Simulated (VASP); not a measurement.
PbSe, 2 atoms in the cell. It takes space group I4/mmm (No. 139, tetragonal). Conventional cell: a = 4.257 Å, b = 4.257 Å, c = 6.522 Å, α = 90.00°, β = 90.00°, γ = 90.00°. Pb (site symmetry 4/mmm) has 6 Se at 3.01 to 3.26 Å within 4.0 Å. Within 4.0 Å of Se (site symmetry 4/mmm) lie 6 Pb at 3.01 to 3.26 Å.  This cell differs from its parent crystal: volume 29.545 Å^3 an atom, c/a of the conventional cell 1.0835.

- Program: VASP 6.6.1
- Task: single point
- Functional: PBE
- Dispersion: D3(BJ)
- Potentials or basis: VASP PAW PBE potentials, release 64 (Pb_d, Se)
- Cutoff: 520 eV
- k mesh: 10 × 10 × 10
- Occupations: gaussian, width 0.03 eV
- Spin: no spin polarisation
- Dipole correction: no
- Further INCAR settings: ALGO = Normal; EDIFF = 1e-07; NBANDS = 17

Potentials or basis: VASP PAW PBE potentials, release 64 (Pb_d, Se).

Command:

```console
$ cat potpaw_PBE.64/Pb_d/POTCAR potpaw_PBE.64/Se/POTCAR > POTCAR
$ mpirun -np 1 vasp_std > vasp.out
```

Hardware: 1 thread of AMD EPYC 9R45 96-Core Processor (Zen 5), with other jobs on the host.

**Question.** Estimate the wall time of this run.

**Answer.** Wall time 46 s on 1 thread of AMD EPYC 9R45 96-Core Processor (Zen 5) (shared host), peak memory 0.24 GiB. Counts: scf iterations 13, k points 102.
